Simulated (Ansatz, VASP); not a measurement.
# ZnS: VASP beside Ansatz

```
Zn S
1.0
     0.00000    2.64944    2.64944
     2.64944    0.00000    2.64944
     2.64944    2.64944    0.00000
Zn S
1 1
Direct
  0.00000 0.00000 0.00000
  0.75000 0.75000 0.75000
```

Change from the starting cell: volume scaled by 0.94.

Alike in both runs: task single point; functional PBEsol; k mesh 9 × 9 × 9; occupations fermi-dirac, width 0.01 eV; no spin polarisation.

```csv
,VASP,Ansatz
version,VASP 6.6.1,Ansatz 0.2.0
potentials or method,"VASP PAW PBE potentials, release 64 (Zn, S), cutoff 520 eV","all-electron LAPW, scalar-relativistic"
```

VASP gave:

* gap on the k mesh at the Fermi level (eV): 2.24
* pressure (GPa): 3.0

Question: What did Ansatz give for the same quantities?

Answer: gap on the k mesh at the Fermi level (eV): 2.23; pressure (GPa): 2.8.

VASP's potentials were made for PBE, not for PBEsol. Ansatz ran all-electron here, and VASP with PAW potentials.
